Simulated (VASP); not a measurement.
A run of VASP 6.6.1 is set up as follows.

The input INCAR:

```
PREC = Accurate
ENCUT = 520
EDIFF = 1E-6
ISMEAR = 0
SIGMA = 0.01
LREAL = F
LASPH = T
NELM = 60
ALGO = Normal
ISIF = 2
LWAVE = F
LCHARG = F
GGA = PS
NBANDS = 17
```

File KPOINTS:

```
regular mesh
0
Gamma
  8 8 8
```

Contents of POSCAR:

```
SnSe
1.0
    0.0000000000      2.7766534866      2.7766534866
    2.7766534866      0.0000000000      2.7766534866
    2.7766534866      2.7766534866      0.0000000000
Sn Se
1 1
Direct
    0.0000000000      0.0000000000      0.0000000000
    0.5000000000      0.5000000000      0.5000000000
```

Potentials or basis: VASP PAW PBE potentials, release 64 (Sn_d, Se).

Launch:

```sh
$ cat potpaw_PBE.64/Sn_d/POTCAR potpaw_PBE.64/Se/POTCAR > POTCAR
$ mpirun -np 1 vasp_std > vasp.out
```

(1) Estimate the band gap on the k mesh.

(2) Predict the pressure.

## Answers

(1) 0.47 eV, indirect (least direct gap 0.49 eV).

(2) 18.1 GPa.

Caveat: the PAW data sets were made with another functional, which shifts forces and pressure a little; spin-orbit coupling is left out, which moves the levels of the heavy elements.
